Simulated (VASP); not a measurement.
# K2S (Fm-3m) in VASP: notebook, part 2 of 2

VASP 6.6.1.

## 4. Single point, revPBE

This run uses another cell than the first one, of 33.65 Å³/atom.

The input, INCAR:

```
SYSTEM = K2S
ALGO     = Normal         ! electronic algorithm
EDIFF    = 1E-6           ! SCF threshold, eV
ENCUT    = 500            ! plane-wave cutoff, eV
GGA      = RE             ! functional
GGA_COMPAT= .False.      
ISIF     = 2              ! what is computed and relaxed
ISMEAR   = 0              ! smearing method
LASPH    = .True.         ! aspherical terms in the spheres
LCHARG   = .False.        ! write CHGCAR
LREAL    = .False.        ! projectors in reciprocal space
LWAVE    = .False.        ! write WAVECAR
NBANDS   = 19             ! bands
NELM     = 120            ! most SCF steps
PREC     = Accurate       ! precision mode
SIGMA    = 0.05           ! smearing width, eV
```

The input, KPOINTS:

```
k-points
0
Gamma
  6 6 6
  0 0 0
```

The input, POSCAR:

```
K2S
1.0
    0.0000000000      3.6954997636      3.6954997636
    3.6954997636      0.0000000000      3.6954997636
    3.6954997636      3.6954997636      0.0000000000
K S
2 1
Direct
    0.2500000000      0.2500000000      0.2500000000
    0.7500000000      0.7500000000      0.7500000000
    0.0000000000      0.0000000000      0.0000000000
```

On the command line:

```
cat potpaw_PBE.64/K_sv/POTCAR potpaw_PBE.64/S/POTCAR > POTCAR
mpirun -np 1 vasp_std > vasp.out
```

Run time: 51 s. Hardware: 1 thread of Intel Xeon 8259CL, shared host; peak memory 0.24 GiB.

Results (log left out):

- Free energy: -8.8548 eV
- Pressure: 1.6 GPa
- Band gap on the k mesh: 2.63 eV (least direct gap 2.83 eV)

Levels at points of the mesh, in eV from the valence-band top:
```tsv
k point	band 9	band 10	band 11	band 12	band 13	band 14	band 15	band 16
(0.00, 0.00, 0.00)	-9.61	-0.20	-0.20	-0.20	2.63	5.57	5.57	7.62
(0.50, 0.00, 0.00)	-9.41	-0.59	-0.07	-0.07	4.95	5.23	5.96	5.96
(0.50, 0.50, 0.00)	-9.37	-0.72	0.00	0.00	3.73	5.44	6.73	6.79
```

Caveat: the PAW data sets were made with another functional, which shifts forces and pressure a little. A k mesh can miss the band edges.

## 5. Single point, RPBE

This run uses another cell than the first one, of 33.65 Å³/atom.

The input, INCAR:

```
SYSTEM = K2S
PREC = Accurate ; ENCUT = 500
EDIFF = 1E-6 ; ISMEAR = 0
SIGMA = 0.05 ; LREAL = .False.
LASPH = .True. ; NELM = 120
ALGO = Normal ; ISIF = 2
LWAVE = .False. ; LCHARG = .False.
GGA = RP ; NBANDS = 19
GGA_COMPAT = .False.
```

The input, KPOINTS:

```
Automatic mesh
0
Gamma
  6 6 6
  0 0 0
```

POSCAR is that of step 4.

Potentials or basis: VASP PAW PBE potentials, release 64 (K_sv, S).

On the command line:

```
cat potpaw_PBE.64/K_sv/POTCAR potpaw_PBE.64/S/POTCAR > POTCAR
mpirun -np 1 vasp_std > vasp.out
```

OUTCAR:

```text
SYSTEM = K2S
   PREC = Accurate
   ENCUT = 500
   EDIFF = 1E-6
   ISMEAR = 0
   LREAL = .False.
   LASPH = .True.
   NELM = 120
   ISIF = 2
   GGA = RP

 ion  position               nearest neighbor table
   1  0.250  0.250  0.250-   3 3.20   3 3.20   3 3.20   3 3.20   2 3.70   2 3.70   2 3.70   2 3.70
                             2 3.70   2 3.70
   2  0.750  0.750  0.750-   3 3.20   3 3.20   3 3.20   3 3.20   1 3.70   1 3.70   1 3.70   1 3.70
                             1 3.70   1 3.70
   3  0.000  0.000  0.000-   2 3.20   2 3.20   2 3.20   1 3.20   2 3.20   1 3.20   1 3.20   1 3.20

  LATTYP: Found a face centered cubic cell.
 ALAT       =     7.3909995272
[... 538 lines left out ...]
  --------------------------------------------------------------------------------------
  -------------------------------------------------------------------------------------
  Total        1.1458429      1.1458429      1.1458429      0.0000000      0.0000000      0.0000000
  in kB       18.1880500     18.1880500     18.1880500      0.0000000      0.0000000      0.0000000
  external PRESSURE =      18.1880500 kB  Pullay stress =       0.0000000 kB

 VOLUME and BASIS-vectors are now :
 -----------------------------------------------------------------------------
  energy-cutoff  :      500.00
  volume of cell :      100.94
      direct lattice vectors                 reciprocal lattice vectors
     0.000000000  3.695499764  3.695499764    -0.135299697  0.135299697  0.135299697
     3.695499764  0.000000000  3.695499764     0.135299697 -0.135299697  0.135299697
     3.695499764  3.695499764  0.000000000     0.135299697  0.135299697 -0.135299697

 POSITION                                       TOTAL-FORCE (eV/Angst)
 -----------------------------------------------------------------------------------
      1.84775      1.84775      1.84775        -0.000000      0.000000     -0.000000
      5.54325      5.54325      5.54325         0.000000     -0.000000      0.000000
      0.00000      0.00000      0.00000         0.000000      0.000000      0.000000
 -----------------------------------------------------------------------------------
    total drift:                               -0.000000     -0.000000      0.000000

  FREE ENERGIE OF THE ION-ELECTRON SYSTEM (eV)
  ---------------------------------------------------
  free  energy   TOTEN  =        -8.7987363797 eV

  energy  without entropy=       -8.7987363797  energy(sigma->0) =       -8.79873638
```

stdout:

```text
POSCAR found type information on POSCAR K S
 POSCAR found :  2 types and       3 ions
 scaLAPACK will be used
 -----------------------------------------------------------------------------
|                                                                             |
|                                                                             |
|     You enforced a specific xc type in the INCAR file but a different       |
|     I HOPE YOU KNOW WHAT YOU ARE DOING!                                     |
|                                                                             |
 -----------------------------------------------------------------------------

 LDA part: xc-table for (Slater+PW92), standard interpolation
 POSCAR, INCAR and KPOINTS ok, starting setup
 FFT: planning ... GRIDC
 FFT: planning ... GRID_SOFT
 FFT: planning ... GRID
 WAVECAR not read
 entering main loop
```

It took 50 s on 1 thread of Intel Xeon 8259CL, shared host; peak memory 0.24 GiB.

What came out:

```
Free energy            : -8.7987 eV
Pressure               : 1.8 GPa
Band gap on the k mesh : 2.66 eV (least direct gap 2.85 eV)
```

Levels at points of the mesh, in eV from the valence-band top:
```csv
k point,band 8,band 9,band 10,band 11,band 12,band 13,band 14,band 15,band 16,band 17
"(0.00, 0.00, 0.00)",-12.67,-9.61,-0.20,-0.20,-0.20,2.66,5.58,5.58,7.62,7.62
"(0.50, 0.00, 0.00)",-12.79,-9.42,-0.58,-0.07,-0.07,4.96,5.26,5.97,5.97,7.68
"(0.50, 0.50, 0.00)",-12.61,-9.37,-0.71,0.00,0.00,3.75,5.46,6.75,6.80,7.77
```

Caveat: the PAW data sets were made with another functional, which shifts forces and pressure a little. A hybrid or GW would open this gap; RPBE tends to underestimate it.

## 6. Overview

```csv
level,cell,gap on the mesh (eV),pressure (GPa)
PBEsol,"a = 5.219 Å, angles 60.0°, 3 atoms",2.30,-0.3
PBEsol,"a = 5.222 Å, angles 60.0°, 3 atoms",2.30,-0.3
revPBE,"a = 5.226 Å, angles 60.0°, 3 atoms",2.63,1.6
RPBE,"a = 5.226 Å, angles 60.0°, 3 atoms",2.66,1.8
```

Alike in all rows: task single point; potentials or basis VASP PAW PBE potentials, release 64 (K_sv, S); no spin polarisation; k mesh 6 × 6 × 6; cutoff (eV) 500; smearing gaussian 0.05 eV.

Caveats: the PAW data sets were made with another functional, which shifts forces and pressure a little.

Absolute energies hang on the potentials; compare differences alone.
